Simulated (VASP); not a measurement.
# S in VASP: further runs

S is run at these levels: PBE; tasks: single point.

Program: VASP 6.6.1. These are calculated values, not measurements. Logs are shortened: lines on timing, memory, paths and dates and some standing lists are left out, and cuts for length are marked.

## (1) The cell of the first run

The cell holds a sheet with vacuum, 5 atoms: a = 7.493 Å, b = 7.493 Å, c = 23.800 Å, α = 90.00°, β = 90.00°, γ = 120.00°.

## (2) Single point, PBE

Input file INCAR:

```
PREC = Accurate ; ENCUT = 520
EDIFF = 1E-7 ; ISMEAR = 0
SIGMA = 0.1 ; LREAL = False
LASPH = True ; NELM = 100
ALGO = Normal ; ISIF = 2
LWAVE = False ; LCHARG = False
LDIPOL = True ; IDIPOL = 3
DIPOL = 0.5 0.5 0.294 ; GGA = PE
NBANDS = 23
```

Input file KPOINTS:

```
regular mesh
0
Gamma
  6 6 1
```

Input file POSCAR:

```
S
1.0
    6.4887951933     -3.7463076516      0.0000000000
    0.0000000000      7.4926153031      0.0000000000
    0.0000000000      0.0000000000     23.8000000000
S
5
Direct
    0.0000000000      0.6666666667      0.2941176471
    0.6666666667      0.0000000000      0.2941176471
   -0.1667084373      0.3333333333      0.2941176471
    0.8333751040      0.8333751040      0.2941176471
    0.3333333333     -0.1667084373      0.2941176471
```

Potentials or basis: VASP PAW PBE potentials, release 64 (S).

On the command line:

```
$ cat potpaw_PBE.64/S/POTCAR > POTCAR
$ mpirun -np 1 vasp_std > vasp.out
```

OUTCAR:

```text
PREC = Accurate
   ENCUT = 520
   EDIFF = 1E-7
   ISMEAR = 0
   LREAL = False
   LASPH = True
   NELM = 100
   ISIF = 2
   GGA = PE

 ion  position               nearest neighbor table
   1  0.000  0.667  0.294-   4 2.16   5 2.16   3 2.16
   2  0.667  0.000  0.294-   3 2.16   4 2.16   5 2.16
   3  0.833  0.333  0.294-   2 2.16   1 2.16
   4  0.833  0.833  0.294-   1 2.16   2 2.16
   5  0.333  0.833  0.294-   1 2.16   2 2.16

  LATTYP: Found a hexagonal cell.
 ALAT       =     7.4926153032
 C/A-ratio  =     3.1764609602

  Lattice vectors:

 A1 = (   6.4887951933,  -3.7463076516,   0.0000000000)
 A2 = (   0.0000000000,   7.4926153031,   0.0000000000)
 A3 = (   0.0000000000,   0.0000000000,  23.8000000000)

Analysis of symmetry for initial positions (statically):
=====================================================================
 Subroutine PRICEL returns:
 Original cell was already a primitive cell.

 Routine SETGRP: Setting up the symmetry group for a
 hexagonal supercell.

 Subroutine GETGRP returns: Found 12 space group operations
 (whereof  2 operations were pure point group operations)
 out of a pool of 24 trial point group operations.

The static configuration has the point symmetry C_1h.
 The point group associated with its full space group is D_3h.

Analysis of symmetry for dynamics (positions and initial velocities):
=====================================================================
 Subroutine PRICEL returns:
 Original cell was already a primitive cell.

 Routine SETGRP: Setting up the symmetry group for a
 hexagonal supercell.

 Subroutine GETGRP returns: Found 12 space group operations
 (whereof  2 operations were pure point group operations)
 out of a pool of 24 trial point group operations.

The dynamic configuration has the point symmetry C_1h.
 The point group associated with its full space group is D_3h.

 Subroutine INISYM returns: Found 12 space group operations
 (whereof  2 operations are pure point group operations),
 and found     1 'primitive' translations

----------------------------------------------------------------------------------------

                                     Primitive cell

  volume of cell :    1157.1095

  direct lattice vectors                    reciprocal lattice vectors
     6.488795193 -3.746307652  0.000000000     0.154111814  0.000000000  0.000000000
     0.000000000  7.492615303  0.000000000     0.077055907  0.133464746  0.000000000
     0.000000000  0.000000000 23.800000000     0.000000000  0.000000000  0.042016807

  length of vectors
     7.492615303  7.492615303 23.800000000     0.154111814  0.154111814  0.042016807

  position of ions in fractional coordinates (direct lattice)
     0.000000000  0.666666667  0.294117647
     0.666666667  0.000000000  0.294117647
     0.833291563  0.333333333  0.294117647
     0.833375104  0.833375104  0.294117647
     0.333333333  0.833291563  0.294117647

  ion indices of the primitive-cell ions
   primitive index   ion index
                 1           1
                 2           2
                 3           3
                 4           4
                 5           5

----------------------------------------------------------------------------------------

 KPOINTS: regular mesh

Automatic generation of k-mesh.
 Grid dimensions read from file:
 generate k-points for:    6    6    1

 Generating k-lattice:

  Cartesian coordinates                     Fractional coordinates (reciprocal lattice)
     0.025685302  0.000000000  0.000000000     0.166666667  0.000000000  0.000000000
     0.012842651  0.022244124  0.000000000     0.000000000  0.166666667  0.000000000
     0.000000000  0.000000000  0.042016807     0.000000000  0.000000000  1.000000000

  Length of vectors
     0.025685302  0.025685302  0.042016807

  Shift w.r.t. Gamma in fractional coordinates (k-lattice)
     0.000000000  0.000000000  0.000000000

 Subroutine IBZKPT returns following result:
 ===========================================

 Found      7 irreducible k-points:

 Following reciprocal coordinates:
            Coordinates               Weight
  0.000000  0.000000  0.000000      1.000000
  0.166667  0.000000  0.000000      6.000000
  0.333333  0.000000  0.000000      6.000000
  0.500000  0.000000  0.000000      3.000000
  0.166667  0.166667  0.000000      6.000000
  0.333333  0.166667  0.000000     12.000000
  0.333333  0.333333  0.000000      2.000000
   k-points           NKPTS =      7   k-points in BZ     NKDIM =      7   number of bands    NBANDS=     23
   number of dos      NEDOS =    301   number of ions     NIONS =      5
   total plane-waves  NPLWV = 564480
   dimension x,y,z NGX =    56 NGY =   56 NGZ =  180
   dimension x,y,z NGXF=   112 NGYF=  112 NGZF=  360
   ions per type =               5
   NGX,Y,Z   is equivalent  to a cutoff of  12.43, 12.43, 12.57 a.u.
   NGXF,Y,Z  is equivalent  to a cutoff of  24.85, 24.85, 25.15 a.u.
 SYSTEM =  unknown system
   PREC   = accura    normal or accurate (medium, high low for compatibility)
   ISTART =      0    job   : 0-new  1-cont  2-samecut
   ICHARG =      2    charge: 1-file 2-atom 10-const
   ISPIN  =      1    spin polarized calculation?
   LNONCOLLINEAR =      F non collinear calculations
   LSORBIT =      F    spin-orbit coupling
   LASPH  =      T    aspherical Exc in radial PAW
   ENCUT  =  520.0 eV  38.22 Ry    6.18 a.u.  13.93 13.93 44.25*2*pi/ulx,y,z
   NELM   =    100;   NELMIN=  2; NELMDL= -5     # of ELM steps
   EDIFF  = 0.1E-06   stopping-criterion for ELM
   LREAL  =      F    real-space projection
   EDIFFG = 0.1E-05   stopping-criterion for IOM
   NSW    =      0    number of steps for IOM
   IBRION =     -1    ionic relax: 0-MD 1-quasi-New 2-CG
   NFREE  =      0    steps in history (QN), initial steepest desc. (CG)
   ISIF   =      2    stress and relaxation
   ISYM   =      2    0-nonsym 1-usesym 2-fastsym
   POTIM  = 0.5000    time-step for ionic-motion
   TEBEG  =    0.0;   TEEND  =   0.0 temperature during run
   PSTRESS=    0.0 pullay stress
   NELECT =      30.0000    total number of electrons
   NUPDOWN=      -1.0000    fix difference up-down
   EMIN   =  10.00;   EMAX   =-10.00  energy-range for DOS
   EFERMI =   0.00;   METHOD = LEGACY
   ISMEAR =     0;   SIGMA  =   0.10  broadening in eV -4-tet -1-fermi 0-gaus
   EFERMI_NEDOS =   21; number of points for ismear=-14 and -15
   IALGO  =     38    algorithm
   IMIX   =      4    mixing-type and parameters
     AMIX     =   0.40;   BMIX     =  1.00
     AMIX_MAG =   1.60;   BMIX_MAG =  1.00
  volume/ion in A,a.u.               =     231.42      1561.71
  Fermi-wavevector in a.u.,A,eV,Ry     =   0.484533  0.915635  3.194276  0.234773
  Thomas-Fermi vector in A             =   1.484280
   LORBIT       =      0    0 simple, 1 ext, 2 COOP (PROOUT), +10 PAW based schemes
   GGA     = PE    functional components
   LHFCALC =     F    Hartree Fock is set to
   AEXX    =    0.0000 exact exchange contribution
   IVDW    =     0    specifies the selected vdW correction
   LEPSILON=     F    determine dielectric tensor
   LRPA    =     F    only Hartree local field effects (RPA)
 non-spin polarized calculation
 Gauss-broadening in eV      SIGMA  =   0.10
  energy-cutoff  :      520.00
  volume of cell :     1157.11
 maximum number of plane-waves:     31218
 NGX is ok and might be reduce to    56

 dipolmoment           0.000000      0.000000     -0.000001 electrons x Angstroem

 number of electron      30.0000003 magnetization

 dipolmoment           0.000000      0.000000      0.000000 electrons x Angstroem

 Free energy of the ion-electron system (eV)
  ---------------------------------------------------
  ext. energy  EPLUGINS =         0.00000000
  ---------------------------------------------------
  free energy    TOTEN  =       -17.60161373 eV

  energy without entropy =      -17.59103552  energy(sigma->0) =      -17.59632462

 E-fermi :  -5.1227     XC(G=0):  -1.3143

 val. band max:       -5.2607170772   @ k =   0.3333   0.1667   0.0000
 cond. band min:      -5.0702170659   @ k =   0.1667   0.0000   0.0000
 fundamental gap:      0.1905000113
 Fermi energy:        -5.1226851041

 k-point     1 :       0.0000    0.0000    0.0000
  band No.  band energies     occupation
      1     -20.8760      2.00000
      2     -19.2895      2.00000
      3     -17.7858      2.00000
      4     -17.7858      2.00000
      5     -12.7822      2.00000
      6     -12.0003      2.00000
[... 15 lines left out ...]
     22       1.3602      0.00000
     23       1.5636      0.00000

 k-point     2 :       0.1667    0.0000    0.0000
  band No.  band energies     occupation
      1     -20.8231      2.00000
      2     -19.5070      2.00000
      3     -17.7867      2.00000
      4     -17.4731      2.00000
      5     -13.5697      2.00000
      6     -11.9824      2.00000
[... 15 lines left out ...]
     22       0.9379      0.00000
     23       1.0413      0.00000

 k-point     3 :       0.3333    0.0000    0.0000
  band No.  band energies     occupation
      1     -20.6766      2.00000
      2     -19.8836      2.00000
      3     -17.7884      2.00000
      4     -16.8327      2.00000
      5     -14.5396      2.00000
      6     -11.9456      2.00000
[... 15 lines left out ...]
     22       1.0346      0.00000
     23       1.2737      0.00000

 k-point     4 :       0.5000    0.0000    0.0000
  band No.  band energies     occupation
      1     -20.5467      2.00000
      2     -20.1033      2.00000
      3     -17.7893      2.00000
      4     -16.3794      2.00000
      5     -15.0952      2.00000
      6     -11.9267      2.00000
[... 15 lines left out ...]
     22       0.7956      0.00000
     23       1.3450      0.00000

 k-point     5 :       0.1667    0.1667    0.0000
  band No.  band energies     occupation
      1     -20.7212      2.00000
      2     -19.7890      2.00000
      3     -17.7883      2.00000
      4     -17.0070      2.00000
      5     -14.3045      2.00000
      6     -11.9501      2.00000
[... 15 lines left out ...]
     22       0.9524      0.00000
     23       1.2447      0.00000

 k-point     6 :       0.3333    0.1667    0.0000
  band No.  band energies     occupation
      1     -20.5467      2.00000
      2     -20.1032      2.00000
      3     -17.7900      2.00000
      4     -16.3766      2.00000
      5     -15.0994      2.00000
      6     -11.9143      2.00000
[... 15 lines left out ...]
     22       0.9902      0.00000
     23       1.2665      0.00000

 k-point     7 :       0.3333    0.3333    0.0000
  band No.  band energies     occupation
      1     -20.3453      2.00000
      2     -20.3453      2.00000
      3     -17.7912      2.00000
      4     -15.7606      2.00000
      5     -15.7606      2.00000
      6     -11.8919      2.00000
[... 15 lines left out ...]
     22       0.7090      0.00000
     23       1.2335      0.00000

------------------------ aborting loop because EDIFF is reached ----------------------------------------

 vacuum level on the upper side and lower side of the slab       (xc-potential included)        -0.010        -0.010

  FORCE on cell =-STRESS in cart. coord.  units (eV):
  Direction    XX          YY          ZZ          XY          YZ          ZX
  --------------------------------------------------------------------------------------
  -------------------------------------------------------------------------------------
  Total       -0.2603949     -0.2603949     -0.0349579      0.0000000      0.0000000     -0.0000000
  in kB       -0.3605525     -0.3605525     -0.0484041      0.0000000      0.0000000     -0.0000000
  external PRESSURE =      -0.2565030 kB  Pullay stress =       0.0000000 kB

 VOLUME and BASIS-vectors are now :
 -----------------------------------------------------------------------------
  energy-cutoff  :      520.00
  volume of cell :     1157.11
      direct lattice vectors                 reciprocal lattice vectors
     6.488795193 -3.746307652  0.000000000     0.154111814  0.000000000  0.000000000
     0.000000000  7.492615303  0.000000000     0.077055907  0.133464746  0.000000000
     0.000000000  0.000000000 23.800000000     0.000000000  0.000000000  0.042016807

 POSITION                                       TOTAL-FORCE (eV/Angst)
 -----------------------------------------------------------------------------------
      0.00000      4.99508      7.00000         0.000000     -0.000000     -0.000000
      4.32586     -2.49754      7.00000        -0.000000     -0.000000     -0.000000
      5.40706     -0.62423      7.00000         0.000083     -0.000048      0.000000
      5.40760      3.12208      7.00000        -0.000083     -0.000048     -0.000000
      2.16293      4.99476      7.00000         0.000000      0.000096      0.000000
 -----------------------------------------------------------------------------------
    total drift:                                0.000000      0.000000     -0.000019

  FREE ENERGIE OF THE ION-ELECTRON SYSTEM (eV)
  ---------------------------------------------------
  free  energy   TOTEN  =       -17.6016137306 eV

  energy  without entropy=      -17.5910355185  energy(sigma->0) =      -17.59632462

 vacuum level on the upper side and lower side of the slab         0.858         0.857
```

Wall time 13 min (1 thread of Intel Xeon Platinum 8375C at 2.90GHz (Ice Lake), shared host); peak memory 1 GiB.

What came out:

| Item | Value |
| --- | --- |
| Free energy | -17.6016 eV |
| Band gap on the k mesh | zero (bands 15 and 16 overlap by 0.83 eV) |

## (3) Single point, PBE

Input file INCAR:

```
SYSTEM = S
  PREC = Accurate
  ENCUT = 520
  EDIFF = 1E-6
  ISMEAR = 0
  SIGMA = 0.1
  LREAL = .False.
  LASPH = .True.
  NELM = 100
  ALGO = Normal
  ISIF = 2
  LWAVE = .False.
  LCHARG = .False.
  LDIPOL = .True.
  IDIPOL = 3
  DIPOL = 0.5 0.5 0.294
  GGA = PE
  NBANDS = 23
```

Input file KPOINTS:

```
Automatic mesh
0
Gamma
  6 6 1
  0 0 0
```

POSCAR is that of step 2.

Potentials or basis: VASP PAW PBE potentials, release 64 (S).

On the command line:

```
$ cat potpaw_PBE.64/S/POTCAR > POTCAR
$ mpirun -np 1 vasp_std > vasp.out
```

Run time: 9.8 min. Hardware: 1 thread of Intel Xeon Platinum 8375C at 2.90GHz (Ice Lake), shared host; peak memory 1 GiB.

Results (log left out):

```yaml
Free_energy: -17.6016 eV
Band_gap_on_the_k_mesh: zero (bands 15 and 16 overlap by 0.83 eV)
```

Levels at points of the mesh, in eV from the Fermi level:
| k point | band 12 | band 13 | band 14 | band 15 | band 16 | band 17 | band 18 | band 19 |
| --- | --- | --- | --- | --- | --- | --- | --- | --- |
| (0.00, 0.00, 0.00) | -1.32 | -1.32 | -0.61 | -0.61 | -0.51 | 1.68 | 2.48 | 4.70 |
| (0.50, 0.00, 0.00) | -1.33 | -1.00 | -0.88 | -0.14 | 0.76 | 0.94 | 3.82 | 4.65 |

## (4) Single point, PBE

This run uses another cell than the first one: it holds 10 atoms, not 5.

Input file INCAR:

```
SYSTEM = S
PREC = Accurate
ENCUT = 520
EDIFF = 1E-6
ISMEAR = 0
SIGMA = 0.2
LREAL = .False.
LASPH = .True.
NELM = 100
ALGO = Normal
ISIF = 2
LWAVE = .False.
LCHARG = .True.
LDIPOL = .True.
IDIPOL = 3
DIPOL = 0.5 0.5 0.294
GGA = PE
LELF = .True.
LVHAR = .True.
LVACPOTAV = .True.
NBANDS = 41
```

Input file KPOINTS:

```
Automatic mesh
0
Gamma
  4 4 1
  0 0 0
```

Input file POSCAR:

```
S
1.0
   12.9775903865     -7.4926153032      0.0000000000
    0.0000000000      7.4926153031      0.0000000000
    0.0000000000      0.0000000000     23.8000000000
S
10
Direct
    0.0000000000      0.6666666667      0.2941176471
    0.5000000000      0.6666666667      0.2941176471
    0.3333333333      0.0000000000      0.2941176471
    0.8333333333      0.0000000000      0.2941176471
    0.4166457813      0.3333333333      0.2941176471
    0.9166457814      0.3333333333      0.2941176471
    0.4166875520      0.8333751040      0.2941176471
    0.9166875520      0.8333751040      0.2941176471
    0.1666666667      0.8332915627      0.2941176471
    0.6666666667      0.8332915627      0.2941176471
```

Potentials or basis: VASP PAW PBE potentials, release 64 (S).

On the command line:

```
$ cat potpaw_PBE.64/S/POTCAR > POTCAR
$ mpirun -np 1 vasp_std > vasp.out
```

OUTCAR:

```text
SYSTEM = S
   PREC = Accurate
   ENCUT = 520
   EDIFF = 1E-6
   ISMEAR = 0
   LREAL = .False.
   LASPH = .True.
   NELM = 100
   ISIF = 2
   GGA = PE

 ion  position               nearest neighbor table
   1  0.000  0.667  0.294-   8 2.16   6 2.16   9 2.16
   2  0.500  0.667  0.294-   7 2.16   5 2.16  10 2.16
   3  0.333  0.000  0.294-   9 2.16   5 2.16   7 2.16
   4  0.833  0.000  0.294-  10 2.16   6 2.16   8 2.16
   5  0.417  0.333  0.294-   3 2.16   2 2.16
   6  0.917  0.333  0.294-   4 2.16   1 2.16
[... 622 lines left out ...]
  external PRESSURE =      -0.1538452 kB  Pullay stress =       0.0000000 kB

 VOLUME and BASIS-vectors are now :
 -----------------------------------------------------------------------------
  energy-cutoff  :      520.00
  volume of cell :     2314.22
      direct lattice vectors                 reciprocal lattice vectors
    12.977590386 -7.492615303  0.000000000     0.077055907  0.000000000  0.000000000
     0.000000000  7.492615303  0.000000000     0.077055907  0.133464746  0.000000000
     0.000000000  0.000000000 23.800000000     0.000000000  0.000000000  0.042016807

 POSITION                                       TOTAL-FORCE (eV/Angst)
 -----------------------------------------------------------------------------------
      0.00000      4.99508      7.00000         0.061302      0.000091      0.000000
      6.48880      1.24877      7.00000         0.061302      0.000091      0.000000
      4.32586     -2.49754      7.00000        -0.061302      0.000091      0.000000
     10.81466     -6.24385      7.00000        -0.061302      0.000091      0.000000
      5.40706     -0.62423      7.00000         0.000077     -0.000120     -0.000000
     11.89585     -4.37054      7.00000         0.000077     -0.000120     -0.000000
      5.40760      3.12208      7.00000        -0.000077     -0.000120     -0.000000
     11.89640     -0.62423      7.00000        -0.000077     -0.000120     -0.000000
      2.16293      4.99476      7.00000        -0.000000      0.000057     -0.000000
      8.65173      1.24846      7.00000        -0.000000      0.000057     -0.000000
 -----------------------------------------------------------------------------------
    total drift:                               -0.000001     -0.000235     -0.000010

  FREE ENERGIE OF THE ION-ELECTRON SYSTEM (eV)
  ---------------------------------------------------
  free  energy   TOTEN  =       -35.2426761482 eV

  energy  without entropy=      -35.1745177836  energy(sigma->0) =      -35.20859697

 vacuum level on the upper side and lower side of the slab         0.868         0.868
```

stdout:

```text
POSCAR found type information on POSCAR S
 POSCAR found :  1 types and      10 ions
 scaLAPACK will be used
 LDA part: xc-table for (Slater+PW92), standard interpolation
 POSCAR, INCAR and KPOINTS ok, starting setup
 FFT: planning ... GRIDC
 FFT: planning ... GRID_SOFT
 FFT: planning ... GRID
 WAVECAR not read
 entering main loop
```

It took 55 min on 1 thread of Intel Xeon Platinum 8375C at 2.90GHz (Ice Lake), shared host; peak memory 1.9 GiB.

What came out:

```yaml
Free_energy: -35.2427 eV
Largest_force: 0.061 eV/Å
Band_gap_on_the_k_mesh: zero (bands 30 and 31 overlap by 0.27 eV)
Work_function_of_the_upper_face: 5.95 eV
Work_function_of_the_lower_face: 5.95 eV
```

Forces in eV/Å, atoms in the order of the input:
```
S    0.061  0.000  0.000
S    0.061  0.000  0.000
S   -0.061  0.000  0.000
S   -0.061  0.000  0.000
S    0.000  0.000  0.000
S    0.000  0.000  0.000
S    0.000  0.000  0.000
S    0.000  0.000  0.000
S    0.000  0.000  0.000
S    0.000  0.000  0.000
```

Levels at points of the mesh, in eV from the Fermi level:
```
           k point  band 26  band 27  band 28  band 29  band 30  band 31  band 32  band 33  band 34  band 35
(0.00, 0.00, 0.00)    -1.03    -0.91    -0.64    -0.63    -0.54    -0.19     0.72     0.91     1.64     2.44
(0.50, 0.00, 0.00)    -0.98    -0.82    -0.82    -0.81    -0.81     0.35     0.35     1.27     1.27     2.99
(0.00, 0.50, 0.00)    -1.03    -0.91    -0.91    -0.18    -0.18     0.72     0.72     0.91     0.91     3.79
(0.50, 0.50, 0.00)    -1.01    -0.94    -0.94    -0.18    -0.18     0.72     0.72     0.96     0.96     3.72
```

The gap in the log of VASP goes by the Fermi energy; the results here count the filled bands.